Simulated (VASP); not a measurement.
Runs of VASP 6.6.1 on ZrPbO4. The structure is that of space group P4/mmm (No. 123), or close to it. The cells are those of the table. 

| task | cell | k mesh | cutoff (eV) | gap on the mesh (eV) | pressure (GPa) | largest force (eV/Å) |
| --- | --- | --- | --- | --- | --- | --- |
| relaxation of shape and atoms at fixed volume | relaxed from a = 3.677, b = 3.677, c = 5.220 Å, 6 atoms | 10 × 10 × 8 | 600 | none | 6.0 | - |
| single point | a = 3.713, b = 3.713, c = 5.276 Å, 6 atoms | 6 × 6 × 4 | 520 | none | 0.2 | - |
| relaxation of shape and atoms at fixed volume | relaxed from a = 3.639, b = 3.639, c = 5.164 Å, 6 atoms | 10 × 10 × 8 | 600 | none | 12.9 | 0.01 |
| single point | a = 3.715, b = 3.715, c = 5.286 Å, 6 atoms | 4 × 4 × 4 | 520 | none | -0.1 | - |
| single point | a = 3.755, b = 3.755, c = 5.397 Å, 6 atoms | 4 × 4 × 4 | 520 | none | -7.5 | (a) |

Alike in all rows: level PBE; potentials or basis VASP PAW PBE potentials, release 64 (Zr_sv, Pb_d, O); no spin polarisation; smearing gaussian 0.1 eV.

**Question.** Fill in the values left out.

**Answer.** (a) 2.37.

Caveats: some runs use coarse meshes; spin-orbit coupling is left out, which moves the levels of the heavy elements; forces of over 1 eV/Å act on the atoms, so gaps and moduli don't describe the material at rest (some runs).

A k mesh can miss the band edges, and the runs leave out spin-orbit coupling on Pb, Zr.

A gap of «none» marks levels without a gap at the run's occupations.
